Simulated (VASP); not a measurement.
# Sr (Fm-3m) in VASP: density of states with PBE

Aim: the density of states of Sr with PBE.

All numbers are computed with VASP 6.6.1; they aren't measurements. Logs are shortened: lines on timing, memory, paths and dates and some standing lists are left out, and cuts for length are marked.

### 1 The cell of the first run

Symmetry: Fm-3m, No. 225, cubic system. The conventional cell has a = 4.627 Å, b = 4.627 Å, c = 4.627 Å, α = 90.00°, β = 90.00°, γ = 90.00°. Within 4.3 Å of Sr (site symmetry m-3m) lie 12 Sr at 3.27 Å.

### 2 Density of states, PBE (volume scaled by 0.45)

POSCAR reads:

```
Sr
1.0
    0.0000000000      2.3135931038      2.3135931038
    2.3135931038      0.0000000000      2.3135931038
    2.3135931038      2.3135931038      0.0000000000
Sr
1
Direct
    0.0000000000      0.0000000000      0.0000000000
```

INCAR.step1 reads:

```
SYSTEM = Sr
PREC     = Accurate       ! precision mode
ENCUT    = 520            ! plane-wave cutoff, eV
EDIFF    = 1E-6           ! SCF threshold, eV
ISMEAR   = -1             ! smearing method
SIGMA    = 0.08           ! smearing width, eV
LREAL    = .False.        ! projectors in reciprocal space
LASPH    = .True.         ! aspherical terms in the spheres
NELM     = 100            ! most SCF steps
ALGO     = Normal         ! electronic algorithm
ISIF     = 2              ! what is computed and relaxed
LWAVE    = .False.        ! write WAVECAR
LCHARG   = .True.         ! write CHGCAR
GGA      = PE             ! functional
NBANDS   = 11             ! bands
```

KPOINTS.step1 reads:

```
Automatic mesh
0
Gamma
  12 12 12
  0 0 0
```

INCAR.step2 reads:

```
SYSTEM = Sr
PREC     = Accurate       ! precision mode
ENCUT    = 520            ! plane-wave cutoff, eV
EDIFF    = 1E-6           ! SCF threshold, eV
ISMEAR   = -5             ! smearing method
SIGMA    = 0.08           ! smearing width, eV
LREAL    = .False.        ! projectors in reciprocal space
LASPH    = .True.         ! aspherical terms in the spheres
NELM     = 100            ! most SCF steps
ALGO     = Normal         ! electronic algorithm
ISIF     = 2              ! what is computed and relaxed
LWAVE    = .False.        ! write WAVECAR
LCHARG   = .False.        ! write CHGCAR
GGA      = PE             ! functional
LORBIT   = 11             ! projections on sites
NEDOS    = 1001           ! points of the DOS
ICHARG   = 11             ! starting density
```

KPOINTS.step2 reads:

```
Automatic mesh
0
Gamma
  18 18 18
  0 0 0
```

Potentials or basis: VASP PAW PBE potentials, release 64 (Sr_sv).

The run is started by

```console
$ cat potpaw_PBE.64/Sr_sv/POTCAR > POTCAR
$ cp INCAR.step1 INCAR
$ cp KPOINTS.step1 KPOINTS
$ mpirun -np 1 vasp_std > vasp.out
$ cp INCAR.step2 INCAR
$ cp KPOINTS.step2 KPOINTS
$ mpirun -np 1 vasp_std > vasp.out
```

OUTCAR:

```text
SYSTEM = Sr
   PREC = Accurate
   ENCUT = 520
   EDIFF = 1E-6
   ISMEAR = -5
   LREAL = .False.
   LASPH = .True.
   NELM = 100
   ISIF = 2
   GGA = PE
   LORBIT = 11
   ICHARG = 11

 ion  position               nearest neighbor table
   1  0.000  0.000  0.000-

  LATTYP: Found a face centered cubic cell.
 ALAT       =     4.6271862076

  Lattice vectors:

 A1 = (   0.0000000000,   2.3135931038,   2.3135931038)
 A2 = (   2.3135931038,   0.0000000000,   2.3135931038)
 A3 = (   2.3135931038,   2.3135931038,   0.0000000000)

Analysis of symmetry for initial positions (statically):
=====================================================================
 Subroutine PRICEL returns:
 Original cell was already a primitive cell.

 Routine SETGRP: Setting up the symmetry group for a
 face centered cubic supercell.

 Subroutine GETGRP returns: Found 48 space group operations
 (whereof 48 operations were pure point group operations)
 out of a pool of 48 trial point group operations.

The static configuration has the point symmetry O_h .

Analysis of symmetry for dynamics (positions and initial velocities):
=====================================================================
 Subroutine PRICEL returns:
 Original cell was already a primitive cell.

 Routine SETGRP: Setting up the symmetry group for a
 face centered cubic supercell.

 Subroutine GETGRP returns: Found 48 space group operations
 (whereof 48 operations were pure point group operations)
 out of a pool of 48 trial point group operations.

The dynamic configuration has the point symmetry O_h .

 Subroutine INISYM returns: Found 48 space group operations
 (whereof 48 operations are pure point group operations),
 and found     1 'primitive' translations

----------------------------------------------------------------------------------------

                                     Primitive cell

  volume of cell :      24.7680

  direct lattice vectors                    reciprocal lattice vectors
     0.000000000  2.313593104  2.313593104    -0.216114060  0.216114060  0.216114060
     2.313593104  0.000000000  2.313593104     0.216114060 -0.216114060  0.216114060
     2.313593104  2.313593104  0.000000000     0.216114060  0.216114060 -0.216114060

  length of vectors
     3.271914745  3.271914745  3.271914745     0.374320533  0.374320533  0.374320533

  position of ions in fractional coordinates (direct lattice)
     0.000000000  0.000000000  0.000000000

  ion indices of the primitive-cell ions
   primitive index   ion index
                 1           1

----------------------------------------------------------------------------------------

 KPOINTS: Automatic mesh

Automatic generation of k-mesh.
 Grid dimensions read from file:
 generate k-points for:   18   18   18

 Generating k-lattice:

  Cartesian coordinates                     Fractional coordinates (reciprocal lattice)
    -0.012006337  0.012006337  0.012006337     0.055555556  0.000000000  0.000000000
     0.012006337 -0.012006337  0.012006337     0.000000000  0.055555556  0.000000000
     0.012006337  0.012006337 -0.012006337     0.000000000  0.000000000  0.055555556

  Length of vectors
     0.020795585  0.020795585  0.020795585

  Shift w.r.t. Gamma in fractional coordinates (k-lattice)
     0.000000000  0.000000000  0.000000000

 TETIRR: Found    806 inequivalent tetrahedra from    34992

 Subroutine IBZKPT returns following result:
 ===========================================

 Found    195 irreducible k-points:

 Following reciprocal coordinates:
            Coordinates               Weight
  0.000000  0.000000  0.000000      1.000000
  0.055556  0.000000  0.000000      8.000000
  0.111111  0.000000  0.000000      8.000000
  0.166667  0.000000  0.000000      8.000000
  0.222222  0.000000  0.000000      8.000000
  0.277778  0.000000  0.000000      8.000000
[... 16 lines left out ...]
 -0.277778  0.055556  0.000000     24.000000
 -0.222222  0.055556  0.000000     24.000000
 [... further k-points ...]
   k-points           NKPTS =    195   k-points in BZ     NKDIM =    195   number of bands    NBANDS=      9
   number of dos      NEDOS =   1001   number of ions     NIONS =      1
   total plane-waves  NPLWV =  13824
   dimension x,y,z NGX =    24 NGY =   24 NGZ =   24
   dimension x,y,z NGXF=    48 NGYF=   48 NGZF=   48
   ions per type =               1
   NGX,Y,Z   is equivalent  to a cutoff of  12.19, 12.19, 12.19 a.u.
   NGXF,Y,Z  is equivalent  to a cutoff of  24.39, 24.39, 24.39 a.u.
 SYSTEM =  Sr
   PREC   = accura    normal or accurate (medium, high low for compatibility)
   ISTART =      0    job   : 0-new  1-cont  2-samecut
   ICHARG =     11    charge: 1-file 2-atom 10-const
   ISPIN  =      1    spin polarized calculation?
   LNONCOLLINEAR =      F non collinear calculations
   LSORBIT =      F    spin-orbit coupling
   LASPH  =      T    aspherical Exc in radial PAW
   ENCUT  =  520.0 eV  38.22 Ry    6.18 a.u.   6.08  6.08  6.08*2*pi/ulx,y,z
   NELM   =    100;   NELMIN=  2; NELMDL=  0     # of ELM steps
   EDIFF  = 0.1E-05   stopping-criterion for ELM
   LREAL  =      F    real-space projection
   EDIFFG = 0.1E-04   stopping-criterion for IOM
   NSW    =      0    number of steps for IOM
   IBRION =     -1    ionic relax: 0-MD 1-quasi-New 2-CG
   NFREE  =      0    steps in history (QN), initial steepest desc. (CG)
   ISIF   =      2    stress and relaxation
   ISYM   =      2    0-nonsym 1-usesym 2-fastsym
   POTIM  = 0.5000    time-step for ionic-motion
   TEBEG  =    0.0;   TEEND  =   0.0 temperature during run
   PSTRESS=    0.0 pullay stress
   NELECT =      10.0000    total number of electrons
   NUPDOWN=      -1.0000    fix difference up-down
   EMIN   =  10.00;   EMAX   =-10.00  energy-range for DOS
   EFERMI =   0.00;   METHOD = LEGACY
   ISMEAR =    -5;   SIGMA  =   0.08  broadening in eV -4-tet -1-fermi 0-gaus
   EFERMI_NEDOS =   21; number of points for ismear=-14 and -15
   IALGO  =     38    algorithm
   IMIX   =      4    mixing-type and parameters
     AMIX     =   0.40;   BMIX     =  1.00
     AMIX_MAG =   1.60;   BMIX_MAG =  1.00
  volume/ion in A,a.u.               =      24.77       167.14
  Fermi-wavevector in a.u.,A,eV,Ry     =   1.209979  2.286529 19.919600  1.464049
  Thomas-Fermi vector in A             =   2.345540
   LORBIT       =     11    0 simple, 1 ext, 2 COOP (PROOUT), +10 PAW based schemes
   GGA     = PE    functional components
   LHFCALC =     F    Hartree Fock is set to
   AEXX    =    0.0000 exact exchange contribution
   IVDW    =     0    specifies the selected vdW correction
   LEPSILON=     F    determine dielectric tensor
   LRPA    =     F    only Hartree local field effects (RPA)
 non-spin polarized calculation
 Fermi weights with tetrahedron method with Bloechl corrections
  energy-cutoff  :      520.00
  volume of cell :       24.77
 maximum number of plane-waves:       692

 number of electron      10.0000000 magnetization

 Free energy of the ion-electron system (eV)
  ---------------------------------------------------
  ext. energy  EPLUGINS =         0.00000000
  ---------------------------------------------------
  free energy    TOTEN  =         0.02791825 eV

  energy without entropy =        0.02791825  energy(sigma->0) =        0.02791825

 E-fermi :   5.1237     XC(G=0): -10.2773

 val. band max:        5.1793550190   @ k =  -0.3889   0.2778   0.1111
 cond. band min:       5.0960110876   @ k =   0.3889   0.3333   0.0556
 fundamental gap:     -0.0833439314
 Fermi energy:         5.1237000052

 k-point     1 :       0.0000    0.0000    0.0000
  band No.  band energies     occupation
      1     -30.5126      2.00000
      2     -11.4506      2.00000
      3     -11.4506      2.00000
      4     -11.4506      2.00000
      5       1.2671      2.00000
      6       8.3778      0.00000
      7       8.3778      0.00000
      8       8.3778      0.00000
      9      11.7026      0.00000

 k-point     2 :       0.0556    0.0000    0.0000
  band No.  band energies     occupation
      1     -30.5016      2.00000
      2     -11.5298      2.00000
      3     -11.4588      2.00000
      4     -11.4588      2.00000
      5       1.3947      2.00000
      6       8.2239      0.00000
      7       8.4365      0.00000
      8       8.4365      0.00000
      9      11.6011      0.00000

 k-point     3 :       0.1111    0.0000    0.0000
  band No.  band energies     occupation
      1     -30.4695      2.00000
      2     -11.7519      2.00000
      3     -11.4824      2.00000
      4     -11.4824      2.00000
      5       1.7539      2.00000
      6       7.8522      0.00000
      7       8.5880      0.00000
      8       8.5880      0.00000
      9      11.3708      0.00000

 k-point     4 :       0.1667    0.0000    0.0000
  band No.  band energies     occupation
      1     -30.4199      2.00000
      2     -12.0765      2.00000
      3     -11.5181      2.00000
      4     -11.5181      2.00000
      5       2.2757      2.00000
      6       7.4387      0.00000
      7       8.7458      0.00000
      8       8.7458      0.00000
      9      11.1971      0.00000

 k-point     5 :       0.2222    0.0000    0.0000
  band No.  band energies     occupation
      1     -30.3582      2.00000
      2     -12.4527      2.00000
      3     -11.5613      2.00000
      4     -11.5613      2.00000
      5       2.8477      2.00000
      6       7.1456      0.00000
      7       8.7706      0.00000
      8       8.7706      0.00000
      9      11.2981      0.00000

 k-point     6 :       0.2778    0.0000    0.0000
  band No.  band energies     occupation
      1     -30.2913      2.00000
      2     -12.8311      2.00000
      3     -11.6065      2.00000
      4     -11.6065      2.00000
      5       3.3218      2.00000
      6       7.1090      0.00000
      7       8.6185      0.00000
      8       8.6185      0.00000
      9      11.7541      0.00000
[... 169 lines left out ...]
 k-point    21 :      -0.3889    0.0556    0.0000
  band No.  band energies     occupation
      1     -30.1549      2.00000
      2     -13.4854      2.00000
      3     -11.7624      2.00000
      4     -11.6830      2.00000
      5       3.7862      2.00000
      6       7.6608      0.00000
      7       8.1902      0.00000
      8       8.2054      0.00000
      9      13.0891      0.00000

 k-point    22 :      -0.3333    0.0556    0.0000
  band No.  band energies     occupation
      1     -30.2020      2.00000
      2     -13.2552      2.00000
      3     -11.7395      2.00000
      4     -11.6434      2.00000
      5       3.7430      2.00000
      6       7.4065      0.00000
      7       8.1844      0.00000
      8       8.3723      0.00000
      9      12.2223      0.00000

 k-point    23 :      -0.2778    0.0556    0.0000
  band No.  band energies     occupation
      1     -30.2624      2.00000
      2     -12.9457      2.00000
      3     -11.7026      2.00000
      4     -11.5975      2.00000
      5       3.5443      2.00000
      6       7.0796      0.00000
      7       8.4019      0.00000
      8       8.6122      0.00000
      9      11.4345      0.00000

 k-point    24 :      -0.2222    0.0556    0.0000
  band No.  band energies     occupation
      1     -30.3284      2.00000
      2     -12.5867      2.00000
      3     -11.6555      2.00000
      4     -11.5507      2.00000
      5       3.1253      2.00000
      6       7.0155      0.00000
      7       8.6316      0.00000
      8       8.8273      0.00000
      9      10.8590      0.00000

 [... further k-points ...]
[... 5 lines left out ...]
  --------------------------------------------------------------------------------------
  -------------------------------------------------------------------------------------
  Total        4.5129886      4.5129886      4.5129886      0.0000000      0.0000000     -0.0000000
  in kB      291.9334665    291.9334665    291.9334665      0.0000000      0.0000000     -0.0000000
  external PRESSURE =     291.9334665 kB  Pullay stress =       0.0000000 kB

 VOLUME and BASIS-vectors are now :
 -----------------------------------------------------------------------------
  energy-cutoff  :      520.00
  volume of cell :       24.77
      direct lattice vectors                 reciprocal lattice vectors
     0.000000000  2.313593104  2.313593104    -0.216114060  0.216114060  0.216114060
     2.313593104  0.000000000  2.313593104     0.216114060 -0.216114060  0.216114060
     2.313593104  2.313593104  0.000000000     0.216114060  0.216114060 -0.216114060

 POSITION                                       TOTAL-FORCE (eV/Angst)
 -----------------------------------------------------------------------------------
      0.00000      0.00000      0.00000        -0.000000     -0.000000      0.000000
 -----------------------------------------------------------------------------------
    total drift:                               -0.000000      0.000000     -0.000000

  FREE ENERGIE OF THE ION-ELECTRON SYSTEM (eV)
  ---------------------------------------------------
  free  energy   TOTEN  =         0.0279182455 eV

  energy  without entropy=        0.0279182455  energy(sigma->0) =        0.02791825

 total charge

# of ion       s       p       d       tot
------------------------------------------
    1        2.119   5.670   0.514   8.303
```

Wall time 11 s (1 thread of Intel Xeon 6975P-C (Granite Rapids), shared host); peak memory 0.16 GiB.

What came out:

```
Valence electrons inside the program's atomic spheres : Sr 8.30
```

Levels at points of the mesh, in eV from the Fermi level:
```csv
k point,band 2,band 3,band 4,band 5,band 6,band 7,band 8,band 9
"(0.00, 0.00, 0.00)",-16.57,-16.57,-16.57,-3.86,3.25,3.25,3.25,6.58
"(0.50, 0.00, 0.00)",-18.79,-16.84,-16.84,-1.47,2.87,2.87,3.28,9.09
"(0.50, 0.50, 0.00)",-18.60,-17.33,-17.33,-2.01,-0.81,5.53,9.17,9.89
```

Caveat: tetrahedron occupations give inexact forces and stress in metals.
